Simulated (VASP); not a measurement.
# InSe (P3m1) in VASP: single point with PBEsol

Aim: the single point of InSe with PBEsol.

All numbers are computed with VASP 6.6.1; they aren't measurements. Logs are shortened: lines on timing, memory, paths and dates and some standing lists are left out, and cuts for length are marked.

### 1 The cell of the first run

Symmetry: P3m1, No. 156, trigonal system. The conventional cell has a = 4.000 Å, b = 4.000 Å, c = 25.700 Å, α = 90.00°, β = 90.00°, γ = 120.00°. In (site symmetry 3m) has 3 Se at 2.64 Å and 1 In at 2.80 Å within 3.5 Å. Within 3.5 Å of In (site symmetry 3m) lie 3 Se at 2.64 Å and 1 In at 2.80 Å. In (site symmetry 3m) has 3 Se at 2.64 Å and 1 In at 2.80 Å within 3.5 Å. Within 3.5 Å of In (site symmetry 3m) lie 3 Se at 2.64 Å and 1 In at 2.80 Å. In (site symmetry 3m) has 3 Se at 2.64 Å and 1 In at 2.80 Å within 3.5 Å. Within 3.5 Å of In (site symmetry 3m) lie 3 Se at 2.64 Å and 1 In at 2.80 Å. Se (site symmetry 3m) has 3 In at 2.64 Å within 3.5 Å. Se (site symmetry 3m) has 3 In at 2.64 Å within 3.5 Å.

### 2 Single point, PBEsol (the distance across one plane changed)

Contents of INCAR:

```
  ALGO = Normal
  EDIFF = 1E-6
  ENCUT = 500
  GGA = PS
  GGA_COMPAT = False
  ISIF = 2
  ISMEAR = 0
  LASPH = True
  LCHARG = False
  LREAL = False
  LWAVE = False
  NBANDS = 69
  NELM = 120
  PREC = Accurate
  SIGMA = 0.03
```

Contents of KPOINTS:

```
k-points
0
Gamma
  10 10 2
```

Contents of POSCAR:

```
InSe
1.0
   -1.9999996503     -3.4641010095      0.0000000000
    1.9999996503     -3.4641010095      0.0000000000
    0.0000000000      0.0000000000     25.7000100000
In Se
6 6
Direct
    0.0000000000      0.0000000000      0.7545676158
    0.3333333333      0.3333333333      0.1073561945
    0.6666666667      0.6666666667      0.4309619052
    1.0000000000      1.0000000000      0.8634932980
    0.3333333333      0.3333333333      0.2162818767
    0.6666666667      0.6666666667      0.5398875874
    1.0000000000      1.0000000000      0.3812884286
    0.3333333333      0.3333333333      0.7048941392
    0.6666666667      0.6666666667      0.0576827179
    1.0000000000      1.0000000000      0.5895287034
    0.3333333333      0.3333333333      0.9131344141
    0.6666666667      0.6666666667      0.2659229927
```

Potentials or basis: VASP PAW PBE potentials, release 64 (In_d, Se).

Command:

```sh
> cat potpaw_PBE.64/In_d/POTCAR potpaw_PBE.64/Se/POTCAR > POTCAR
> mpirun -np 1 vasp_std > vasp.out
```

OUTCAR:

```text
EDIFF = 1E-6
   ENCUT = 500
   GGA = PS
   ISIF = 2
   ISMEAR = 0
   LASPH = True
   LREAL = False
   NELM = 120
   PREC = Accurate

 ion  position               nearest neighbor table
   1  0.000  0.000  0.755-   8 2.64   8 2.64   8 2.64   4 2.80
   2  0.333  0.333  0.107-   9 2.64   9 2.64   9 2.64   5 2.80
   3  0.667  0.667  0.431-   7 2.64   7 2.64   7 2.64   6 2.80
   4  0.000  0.000  0.863-  11 2.64  11 2.64  11 2.64   1 2.80
   5  0.333  0.333  0.216-  12 2.64  12 2.64  12 2.64   2 2.80
   6  0.667  0.667  0.540-  10 2.64  10 2.64  10 2.64   3 2.80
   7  0.000  0.000  0.381-   3 2.64   3 2.64   3 2.64
   8  0.333  0.333  0.705-   1 2.64   1 2.64   1 2.64
   9  0.667  0.667  0.058-   2 2.64   2 2.64   2 2.64
  10  0.000  0.000  0.590-   6 2.64   6 2.64   6 2.64
  11  0.333  0.333  0.913-   4 2.64   4 2.64   4 2.64
  12  0.667  0.667  0.266-   5 2.64   5 2.64   5 2.64

  LATTYP: Found a hexagonal cell.
 ALAT       =     3.9999993007
 C/A-ratio  =     6.4250036233

  Lattice vectors:

 A1 = (  -1.9999996503,   3.4641010095,   0.0000000000)
 A2 = (  -1.9999996503,  -3.4641010095,   0.0000000000)
 A3 = (   0.0000000000,   0.0000000000,  25.7000100000)

Analysis of symmetry for initial positions (statically):
=====================================================================
 Subroutine PRICEL returns:
 Original cell was already a primitive cell.

 Routine SETGRP: Setting up the symmetry group for a
 hexagonal supercell.

 Subroutine GETGRP returns: Found  6 space group operations
 (whereof  6 operations were pure point group operations)
 out of a pool of 24 trial point group operations.

The static configuration has the point symmetry C_3v.

Analysis of symmetry for dynamics (positions and initial velocities):
=====================================================================
 Subroutine PRICEL returns:
 Original cell was already a primitive cell.

 Routine SETGRP: Setting up the symmetry group for a
 hexagonal supercell.

 Subroutine GETGRP returns: Found  6 space group operations
 (whereof  6 operations were pure point group operations)
 out of a pool of 24 trial point group operations.

The dynamic configuration has the point symmetry C_3v.

 Subroutine INISYM returns: Found  6 space group operations
 (whereof  6 operations are pure point group operations),
 and found     1 'primitive' translations

----------------------------------------------------------------------------------------

                                     Primitive cell

  volume of cell :     356.1097

  direct lattice vectors                    reciprocal lattice vectors
    -1.999999650 -3.464101010  0.000000000    -0.250000044 -0.144337593  0.000000000
     1.999999650 -3.464101010  0.000000000     0.250000044 -0.144337593  0.000000000
     0.000000000  0.000000000 25.700010000     0.000000000  0.000000000  0.038910491

  length of vectors
     3.999999301  3.999999301 25.700010000     0.288675185  0.288675185  0.038910491

  position of ions in fractional coordinates (direct lattice)
     0.000000000  0.000000000  0.754567616
     0.333333333  0.333333333  0.107356194
     0.666666667  0.666666667  0.430961905
     0.000000000  0.000000000  0.863493298
     0.333333333  0.333333333  0.216281877
     0.666666667  0.666666667  0.539887587
     0.000000000  0.000000000  0.381288429
     0.333333333  0.333333333  0.704894139
     0.666666667  0.666666667  0.057682718
     0.000000000  0.000000000  0.589528703
     0.333333333  0.333333333  0.913134414
     0.666666667  0.666666667  0.265922993

  ion indices of the primitive-cell ions
   primitive index   ion index
                 1           1
                 2           2
                 3           3
                 4           4
                 5           5
                 6           6
                 7           7
                 8           8
                 9           9
                10          10
                11          11
                12          12

----------------------------------------------------------------------------------------

 KPOINTS: k-points

Automatic generation of k-mesh.
 Grid dimensions read from file:
 generate k-points for:   10   10    2

 Generating k-lattice:

  Cartesian coordinates                     Fractional coordinates (reciprocal lattice)
    -0.025000004 -0.014433759  0.000000000     0.100000000  0.000000000  0.000000000
     0.025000004 -0.014433759  0.000000000     0.000000000  0.100000000  0.000000000
     0.000000000  0.000000000  0.019455245     0.000000000  0.000000000  0.500000000

  Length of vectors
     0.028867519  0.028867519  0.019455245

  Shift w.r.t. Gamma in fractional coordinates (k-lattice)
     0.000000000  0.000000000  0.000000000

 Subroutine IBZKPT returns following result:
 ===========================================

 Found     28 irreducible k-points:

 Following reciprocal coordinates:
            Coordinates               Weight
  0.000000  0.000000  0.000000      1.000000
  0.100000 -0.000000  0.000000      6.000000
  0.200000 -0.000000  0.000000      6.000000
  0.300000 -0.000000  0.000000      6.000000
  0.400000 -0.000000  0.000000      6.000000
  0.500000  0.000000  0.000000      3.000000
[... 16 lines left out ...]
  0.400000  0.100000  0.500000     12.000000
  0.500000  0.100000  0.500000     12.000000
 [... further k-points ...]
   k-points           NKPTS =     28   k-points in BZ     NKDIM =     28   number of bands    NBANDS=     69
   number of dos      NEDOS =    301   number of ions     NIONS =     12
   total plane-waves  NPLWV = 172800
   dimension x,y,z NGX =    30 NGY =   30 NGZ =  192
   dimension x,y,z NGXF=    60 NGYF=   60 NGZF=  384
   ions per type =               6   6
   NGX,Y,Z   is equivalent  to a cutoff of  12.47, 12.47, 12.42 a.u.
   NGXF,Y,Z  is equivalent  to a cutoff of  24.94, 24.94, 24.84 a.u.
 SYSTEM =  unknown system
   PREC   = accura    normal or accurate (medium, high low for compatibility)
   ISTART =      0    job   : 0-new  1-cont  2-samecut
   ICHARG =      2    charge: 1-file 2-atom 10-const
   ISPIN  =      1    spin polarized calculation?
   LNONCOLLINEAR =      F non collinear calculations
   LSORBIT =      F    spin-orbit coupling
   LASPH  =      T    aspherical Exc in radial PAW
   ENCUT  =  500.0 eV  36.75 Ry    6.06 a.u.   7.29  7.29 46.86*2*pi/ulx,y,z
   NELM   =    120;   NELMIN=  2; NELMDL= -5     # of ELM steps
   EDIFF  = 0.1E-05   stopping-criterion for ELM
   LREAL  =      F    real-space projection
   EDIFFG = 0.1E-04   stopping-criterion for IOM
   NSW    =      0    number of steps for IOM
   IBRION =     -1    ionic relax: 0-MD 1-quasi-New 2-CG
   NFREE  =      0    steps in history (QN), initial steepest desc. (CG)
   ISIF   =      2    stress and relaxation
   ISYM   =      2    0-nonsym 1-usesym 2-fastsym
   POTIM  = 0.5000    time-step for ionic-motion
   TEBEG  =    0.0;   TEEND  =   0.0 temperature during run
   PSTRESS=    0.0 pullay stress
   NELECT =     114.0000    total number of electrons
   NUPDOWN=      -1.0000    fix difference up-down
   EMIN   =  10.00;   EMAX   =-10.00  energy-range for DOS
   EFERMI =   0.00;   METHOD = LEGACY
   ISMEAR =     0;   SIGMA  =   0.03  broadening in eV -4-tet -1-fermi 0-gaus
   EFERMI_NEDOS =   21; number of points for ismear=-14 and -15
   IALGO  =     38    algorithm
   IMIX   =      4    mixing-type and parameters
     AMIX     =   0.40;   BMIX     =  1.00
     AMIX_MAG =   1.60;   BMIX_MAG =  1.00
  volume/ion in A,a.u.               =      29.68       200.26
  Fermi-wavevector in a.u.,A,eV,Ry     =   1.119907  2.116317 17.064306  1.254191
  Thomas-Fermi vector in A             =   2.256549
   LORBIT       =      0    0 simple, 1 ext, 2 COOP (PROOUT), +10 PAW based schemes
   GGA     = PS    functional components
   LHFCALC =     F    Hartree Fock is set to
   AEXX    =    0.0000 exact exchange contribution
   IVDW    =     0    specifies the selected vdW correction
   LEPSILON=     F    determine dielectric tensor
   LRPA    =     F    only Hartree local field effects (RPA)
 non-spin polarized calculation
 Gauss-broadening in eV      SIGMA  =   0.03
  energy-cutoff  :      500.00
  volume of cell :      356.11
 maximum number of plane-waves:      9118
 NGX is ok and might be reduce to    30
   NGX = 15   NGY = 15   NGZ = 93

 number of electron     113.9999975 magnetization

 Free energy of the ion-electron system (eV)
  ---------------------------------------------------
  ext. energy  EPLUGINS =         0.00000000
  ---------------------------------------------------
  free energy    TOTEN  =       -46.76864120 eV

  energy without entropy =      -46.76864120  energy(sigma->0) =      -46.76864120

 E-fermi :   3.9159     XC(G=0):  -9.0010

 val. band max:        3.7403305508   @ k =   0.0000   0.0000   0.5000
 cond. band min:       4.2114120958   @ k =   0.0000   0.0000   0.5000
 fundamental gap:      0.4710815451
 Fermi energy:         3.9159481997

 k-point     1 :       0.0000    0.0000    0.0000
  band No.  band energies     occupation
      1     -10.9060      2.00000
      2     -10.8995      2.00000
      3     -10.8928      2.00000
      4     -10.7211      2.00000
      5     -10.7211      2.00000
      6     -10.7153      2.00000
[... 61 lines left out ...]
     68       8.1716      0.00000
     69       8.1716      0.00000

 k-point     2 :       0.1000   -0.0000    0.0000
  band No.  band energies     occupation
      1     -10.9078      2.00000
      2     -10.9012      2.00000
      3     -10.8946      2.00000
      4     -10.7621      2.00000
      5     -10.7543      2.00000
      6     -10.7478      2.00000
[... 1573 lines left out ...]
     68       7.9836      0.00000
     69       8.0081      0.00000

 k-point    24 :       0.5000    0.1000    0.5000
  band No.  band energies     occupation
      1     -11.0623      2.00000
      2     -11.0524      2.00000
      3     -11.0462      2.00000
      4     -10.9656      2.00000
      5     -10.9553      2.00000
      6     -10.9487      2.00000
[... 61 lines left out ...]
     68       7.7807      0.00000
     69       7.9154      0.00000

 [... further k-points ...]

------------------------ aborting loop because EDIFF is reached ----------------------------------------

  FORCE on cell =-STRESS in cart. coord.  units (eV):
  Direction    XX          YY          ZZ          XY          YZ          ZX
  --------------------------------------------------------------------------------------
  -------------------------------------------------------------------------------------
  Total        0.8209739      0.8209739     -0.4564176      0.0000000      0.0000000      0.0000000
  in kB        3.6936537      3.6936537     -2.0534742      0.0000000      0.0000000      0.0000000
  external PRESSURE =       1.7779444 kB  Pullay stress =       0.0000000 kB

 VOLUME and BASIS-vectors are now :
 -----------------------------------------------------------------------------
  energy-cutoff  :      500.00
  volume of cell :      356.11
      direct lattice vectors                 reciprocal lattice vectors
    -1.999999650 -3.464101010  0.000000000    -0.250000044 -0.144337593  0.000000000
     1.999999650 -3.464101010  0.000000000     0.250000044 -0.144337593  0.000000000
     0.000000000  0.000000000 25.700010000     0.000000000  0.000000000  0.038910491

 POSITION                                       TOTAL-FORCE (eV/Angst)
 -----------------------------------------------------------------------------------
      0.00000      0.00000     19.39240        -0.000000     -0.000000      0.182007
      0.00000     -2.30940      2.75906         0.000000      0.000000      0.154010
      0.00000     -4.61880     11.07573        -0.000000      0.000000      0.176028
      0.00000      0.00000     22.19179        -0.000000     -0.000000     -0.158712
      0.00000     -2.30940      5.55845        -0.000000     -0.000000     -0.183039
      0.00000     -4.61880     13.87512        -0.000000      0.000000     -0.175476
      0.00000      0.00000      9.79912         0.000000     -0.000000     -0.029011
      0.00000     -2.30940     18.11579        -0.000000      0.000000     -0.030661
      0.00000     -4.61880      1.48245        -0.000000      0.000000     -0.072796
      0.00000      0.00000     15.15089        -0.000000     -0.000000      0.028820
      0.00000     -2.30940     23.46756        -0.000000     -0.000000      0.077921
      0.00000     -4.61880      6.83422         0.000000     -0.000000      0.030910
 -----------------------------------------------------------------------------------
    total drift:                                0.000000      0.000000      0.000129

  FREE ENERGIE OF THE ION-ELECTRON SYSTEM (eV)
  ---------------------------------------------------
  free  energy   TOTEN  =       -46.7686411968 eV

  energy  without entropy=      -46.7686411968  energy(sigma->0) =      -46.76864120
```

Run time: 13 min. Hardware: 1 thread of Oxide Virtual Turin-like, shared host; peak memory 0.7 GiB.

Results:

- Free energy: -46.7686 eV
- Pressure: 0.2 GPa
- Largest force: 0.183 eV/Å
- Band gap on the k mesh: 0.47 eV

Forces in eV/Å, atoms in the order of the input:
```
In   0.000  0.000  0.182
In   0.000  0.000  0.154
In   0.000  0.000  0.176
In   0.000  0.000 -0.159
In   0.000  0.000 -0.183
In   0.000  0.000 -0.175
Se   0.000  0.000 -0.029
Se   0.000  0.000 -0.031
Se   0.000  0.000 -0.073
Se   0.000  0.000  0.029
Se   0.000  0.000  0.078
Se   0.000  0.000  0.031
```

Levels at points of the mesh, in eV from the valence-band top:
```tsv
k point	band 53	band 54	band 55	band 56	band 57	band 58	band 59	band 60	band 61	band 62
(0.00, 0.00, 0.00)	-1.06	-1.04	-1.04	-0.61	-0.40	0.83	1.03	1.69	2.09	2.16
(0.50, 0.00, 0.00)	-2.04	-1.95	-1.65	-1.62	-1.46	1.23	1.33	1.47	1.73	1.89
(0.00, 0.00, 0.50)	-1.07	-1.03	-1.03	-1.03	0.00	0.47	1.34	1.56	2.12	2.15
(0.50, 0.00, 0.50)	-2.01	-1.96	-1.62	-1.58	-1.51	1.24	1.33	1.49	1.70	1.86
```

Caveat: the cell differs from its parent crystal (the distance across one plane changed); the PAW data sets were made with another functional, which shifts forces and pressure a little; spin-orbit coupling is left out, which moves the levels of the heavy elements; this functional lacks dispersion, which binds layers or chains, so the pressure and a relaxed spacing across them are unreliable. A k mesh can miss the band edges.
